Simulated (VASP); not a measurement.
Co:

```xyz
4
Lattice="2.5019 0.0000 0.0000 -1.2509 2.1667 0.0000 0.0000 0.0000 8.1712" Properties=species:S:1:pos:R:3 pbc="T T T"
Co    0.0000    0.0000    0.0000
Co    0.0000    0.0000    4.0856
Co    0.0000    1.4445    2.0428
Co    1.2509    0.7222    6.1284
```

- Program: VASP 6.6.1
- Task: relaxation of cell and atoms
- Functional: LDA
- Potentials or basis: VASP PAW LDA potentials, release 64 (Co)
- Cutoff: 600 eV
- k mesh: 14 × 14 × 4
- Occupations: fermi-dirac, width 0.1 eV
- Spin: no spin polarisation

At the start: pressure -31.4 GPa; volume 11.07 Å³/atom.

**Question.** Where does the relaxation end?

**Answer.** Over 8 steps the energy falls by 166.7 meV/atom and the volume is 9.60 Å³/atom (-13.3 %); space group P6_3/mmc (No. 194, to 0.05 Å).

The path:
| step | energy change (eV) | largest force (eV/Å) | pressure (GPa) | volume (Å³) |
| --- | --- | --- | --- | --- |
| 1 | 0.0000 | 0.0000 | -31.44 | 44.29 |
| 2 | 0.9114 | 0.0000 | 91.56 | 31.77 |
| 3 | -0.6649 | 0.0000 | -2.04 | 38.65 |
| 4 | -0.6665 | 0.0000 | -0.56 | 38.45 |
| 5 | -0.6666 | 0.0000 | 0.50 | 38.34 |
| 6 | -0.6665 | 0.0000 | -0.84 | 38.49 |
| 7 | -0.6667 | 0.0000 | -0.11 | 38.39 |
| 8 | -0.6667 | 0.0000 | 0.05 | 38.38 |

Final structure:
```cif
data_structure
_symmetry_space_group_name_H-M 'P 1'
_symmetry_Int_Tables_number 1
_cell_length_a 2.3881
_cell_length_b 2.3881
_cell_length_c 7.7717
_cell_angle_alpha 90.000
_cell_angle_beta 90.000
_cell_angle_gamma 120.000
_cell_volume 38.38
loop_
_atom_site_label
_atom_site_type_symbol
_atom_site_fract_x
_atom_site_fract_y
_atom_site_fract_z
_atom_site_occupancy
Co1 Co 0.00000 0.00000 0.00000 1
Co2 Co 0.00000 0.00000 0.50000 1
Co3 Co 0.33333 0.66667 0.25000 1
Co4 Co 0.66667 0.33333 0.75000 1
```

Caveat: the run has no spin polarisation, though such a crystal can be magnetic.
